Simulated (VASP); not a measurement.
Set up this calculation in VASP 6.6.1, as the native input.

- Task: electric field gradients
- Functional: LDA
- Potentials or basis: VASP PAW LDA potentials, release 64 (Pb_d, S)
- Cutoff: 520 eV
- k mesh: 7 × 7 × 7
- Occupations: fermi-dirac, width 0.01 eV
- Spin: no spin polarisation
- Dipole correction: no
- Further INCAR settings: ALGO = Normal; EDIFF = 1e-08; NBANDS = 17

The structure of PbS lies in POSCAR:

```
PbS
1.0
    0.0000000000      2.9650000000      2.9650000000
    2.9650000000      0.0000000000      2.9650000000
    2.9650000000      2.9650000000      0.0000000000
Pb S
1 1
Direct
    0.0000000000      0.0000000000      0.0000000000
    0.5000000000      0.5000000000      0.5000000000
```

The input as run:

INCAR

```
ALGO = Normal ; EDIFF = 1E-8
ENCUT = 520 ; GGA = CA
ISIF = 2 ; ISMEAR = -1
LASPH = True ; LCHARG = False
LEFG = True ; LREAL = False
LWAVE = False ; NBANDS = 17
NELM = 100 ; PREC = Accurate
SIGMA = 0.01
```

KPOINTS

```
k-points
0
Gamma
  7 7 7
```

Potentials or basis: VASP PAW LDA potentials, release 64 (Pb_d, S).

Command:

```bash
$ cat potpaw_LDA.64/Pb_d/POTCAR potpaw_LDA.64/S/POTCAR > POTCAR
$ mpirun -np 1 vasp_std > vasp.out
```

It gave:

| Property | Result |
| --- | --- |
| Pressure | -2.6 GPa |

Caveat: without QUAD_EFG the Cq values of the log hold for a quadrupole moment of 1 mb, not for the nuclei.

Wall time 15 s on 1 thread of Intel Xeon 8259CL (shared host), peak memory 0.16 GiB.
